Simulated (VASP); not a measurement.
NaH: single point with HSE06

The system is NaH.

```
CELL_PARAMETERS angstrom
0.00000 2.41569 2.41569
2.41569 0.00000 2.41569
2.41569 2.41569 0.00000
ATOMIC_POSITIONS crystal
Na 0.50000 0.50000 0.50000
H 0.00000 0.00000 0.00000
```

| Item | Value |
| --- | --- |
| Program | VASP 6.6.1 |
| Task | single point |
| Functional | HSE06 |
| Potentials or basis | VASP PAW PBE potentials, release 64 (Na_pv, H) |
| Cutoff | 520 eV |
| k mesh | 6 × 6 × 6 |
| Occupations | gaussian, width 0.02 eV |
| Spin | no spin polarisation |
| Dipole correction | no |
| Grid for exact exchange (PRECFOCK) | Normal |
| Further INCAR settings | ALGO = Normal; EDIFF = 1e-06; NBANDS = 11 |
| Share of exact exchange | 0.25 |
| Screening parameter | 0.2079 1/Å |

| Item | Value |
| --- | --- |
| Pressure | -0.4 GPa |
| Band gap on the k mesh | 4.85 eV (least direct gap 5.75 eV) |

Levels at points of the mesh, in eV from the valence-band top:
```csv
k point,band 1,band 2,band 3,band 4,band 5,band 6,band 7,band 8,band 9
"(0.00, 0.00, 0.00)",-24.35,-24.35,-24.35,-3.91,12.02,17.04,17.04,17.04,18.05
"(0.50, 0.00, 0.00)",-24.44,-24.36,-24.36,-0.90,4.85,12.20,14.83,14.83,17.88
"(0.50, 0.50, 0.00)",-24.43,-24.38,-24.38,-0.14,5.71,11.30,12.03,12.03,13.30
```

It took 2.8 min on 1 thread of AMD EPYC 9R45 96-Core Processor (Zen 5), with other jobs on the host, peak memory 0.23 GiB.

Caveat: the PAW data sets were made with another functional, which shifts forces and pressure a little. A k mesh can miss the band edges.
